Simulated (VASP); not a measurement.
## Cd: single point with PBE

Crystal: Cd.

```
CELL_PARAMETERS angstrom
0.00000 2.27449 2.27449
2.27449 0.00000 2.27449
2.27449 2.27449 0.00000
ATOMIC_POSITIONS crystal
Cd 0.00000 0.00000 0.00000
```

This cell differs from its parent crystal: strained.

```yaml
Program: VASP 6.6.1
Task: single point
Functional: PBE
Potentials_or_basis: VASP PAW PBE potentials, release 64 (Cd)
Cutoff: 520 eV
k_mesh: 16 × 16 × 16
Occupations: gaussian, width 0.1 eV
Spin: no spin polarisation
```

* Pressure: -0.8 GPa
* Band gap on the k mesh: zero (bands 6 and 7 overlap by 3.16 eV)

Levels at points of the mesh, in eV from the Fermi level:
| k point | band 4 | band 5 | band 6 | band 7 | band 8 | band 9 |
| --- | --- | --- | --- | --- | --- | --- |
| (0.00, 0.00, 0.00) | -8.55 | -8.55 | -8.23 | 13.64 | 14.22 | 14.22 |
| (0.50, 0.00, 0.00) | -8.23 | -8.23 | -2.02 | -1.42 | 11.89 | 11.89 |
| (0.50, 0.50, 0.00) | -8.15 | -8.15 | -0.60 | 1.13 | 6.55 | 6.55 |

It took 32 s on 1 thread of Intel Xeon 8259CL (shared host), peak memory 0.16 GiB.

Caveat: the cell differs from its parent crystal (strained).
